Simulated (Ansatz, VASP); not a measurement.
## One calculation of CaHf, two programs

File INCAR:

```
  PREC = Accurate
  ENCUT = 600
  EDIFF = 1E-6
  ISMEAR = 0
  SIGMA = 0.1
  LREAL = F
  LASPH = T
  NELM = 60
  ALGO = Normal
  ISIF = 3
  LWAVE = F
  LCHARG = F
  GGA = PE
  IBRION = 2
  NSW = 90
  EDIFFG = -0.04
```

KPOINTS

```
Automatic mesh
0
Gamma
  6 6 4
```

POSCAR

```
CaHf
1.0
    4.0538258500      0.0000000000      0.0000000000
   -2.0269129200      3.5107161700      0.0000000000
    0.0000000000      0.0000000000      5.2884934100
Ca Hf
2 2
Direct
    0.3333333300      0.6666666700      0.2500000000
    0.6666666700      0.3333333300      0.7500000000
    0.0000000000      0.0000000000      0.0000000000
    0.0000000000      0.0000000000      0.5000000000
```

Input for Ansatz:

```yaml
crystal:
  lattice:
    - [4.05382585, 0.0, 0.0]
    - [-2.02691292, 3.51071617, 0.0]
    - [0.0, 0.0, 5.28849341]
  atoms:
    - { symbol: Ca, position: [0.33333333, 0.66666667, 0.25] }
    - { symbol: Ca, position: [0.66666667, 0.33333333, 0.75] }
    - { symbol: Hf, position: [0.0, 0.0, 0.0] }
    - { symbol: Hf, position: [0.0, 0.0, 0.5] }
basis:
  ecutwfc: 420
kpoints:
  mp_grid: { grid: [6, 6, 4] }
hamiltonian:
  xc: pbe
scf:
  occupations: { method: gaussian, width: 0.1 }
  lower_state_search: "off"
output:
  forces: true
  stress: true
  eigenvalues: true
relax:
  adjacent_minimum: "off"
  f_tol: 0.04
  max_steps: 70
  cell: { stress_tol: 0.4 }
```

Change from the starting cell: species swapped into the NiSb type (P6_3/mmc, No. 194).

Alike in both runs: task relaxation of cell and atoms; functional PBE; k mesh 6 × 6 × 4; occupations gaussian, width 0.1 eV; no spin polarisation.

```csv
,VASP,Ansatz
version,VASP 6.6.1,Ansatz 0.2.0
potentials or method,"VASP PAW PBE potentials, release 64 (Ca_sv, Hf_pv), cutoff 600 eV","scalar-relativistic, plane waves, PAW"
valence electrons in the cell,40,72
```

|  | VASP | Ansatz | Ansatz less VASP |
| --- | --- | --- | --- |
| gap on the k mesh at the Fermi level, each at its own relaxed structure (eV) | none | none | - |
| relaxed volume (Å³/atom) | 36.25 | 36.38 | +0.139 |
| relaxed length of the cell vector where the two differ most in proportion (Å) | 5.635 | 5.648 | +0.0134 |

A gap of «none» marks a metal or a gap that the smearing closes. VASP's potentials hold 40 valence electrons a cell and Ansatz's 72, so a difference there can come from the potentials and not from the codes.

Spin-orbit coupling is off throughout. Noted on VASP's run: the volume moved by over 15 % at a fixed basis, so the end points are rough.
